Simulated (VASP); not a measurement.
Write the native input for VASP 6.6.1 that does the following.

```
Task                   : relaxation of cell and atoms
Functional             : LDA
Potentials or basis    : VASP PAW LDA potentials, release 64 (Na_pv)
Cutoff                 : 600 eV
k mesh                 : 10 × 10 × 10
Occupations            : methfessel-paxton, width 0.05 eV
Spin                   : no spin polarisation
Dipole correction      : no
Further INCAR settings : ALGO = Normal; EDIFF = 1e-06; IBRION = 2; EDIFFG = -0.02; NSW = 80; ISIF = 3
```

The structure of Na lies in POSCAR:

```
Na
1.0
    0.0000000000      3.7100000000      3.7100000000
    3.7100000000      0.0000000000      3.7100000000
    3.7100000000      3.7100000000      0.0000000000
Na
2
Direct
    0.0000000000      0.0000000000      0.0000000000
    0.2500000000      0.2500000000      0.2500000000
```

This isn't the form of Na at room conditions, which is bcc.

These files were run (other wordings do the same):

INCAR

```
SYSTEM = Na
ALGO     = Normal         ! electronic algorithm
EDIFF    = 1E-6           ! SCF threshold, eV
EDIFFG   = -0.02          ! ionic threshold
ENCUT    = 600            ! plane-wave cutoff, eV
IBRION   = 2              ! ionic algorithm
ISIF     = 3              ! what is computed and relaxed
ISMEAR   = 1              ! smearing method
LASPH    = .True.         ! aspherical terms in the spheres
LCHARG   = .False.        ! write CHGCAR
LREAL    = .False.        ! projectors in reciprocal space
LWAVE    = .False.        ! write WAVECAR
NELM     = 100            ! most SCF steps
NSW      = 80             ! ionic steps
PREC     = Accurate       ! precision mode
SIGMA    = 0.05           ! smearing width, eV
```

KPOINTS

```
k-points
0
Gamma
  10 10 10
  0 0 0
```

Potentials or basis: VASP PAW LDA potentials, release 64 (Na_pv).

The run is started by

```console
$ cat potpaw_LDA.64/Na_pv/POTCAR > POTCAR
$ mpirun -np 1 vasp_std > vasp.out
```

Results of the run:

| Quantity | Value |
| --- | --- |
| Relaxed volume | 49.05 Å³/atom |
| Relaxed cell | a = 5.177 Å, b = 5.177 Å, c = 5.177 Å, α = 60.00°, β = 60.00°, γ = 60.00° |
| Space group after relaxing (to 0.1 Å) | Fd-3m (No. 227) |
| Energy gained by relaxing | 1.4 meV/atom |
| Ionic steps | 4 |
| Pressure after relaxing | -0.1 GPa |
| Band gap on the k mesh | zero (bands 7 and 8 overlap by 0.72 eV) |

It took 3.7 min on 1 thread of Intel Xeon 8259CL, on a shared host, peak memory 0.23 GiB.
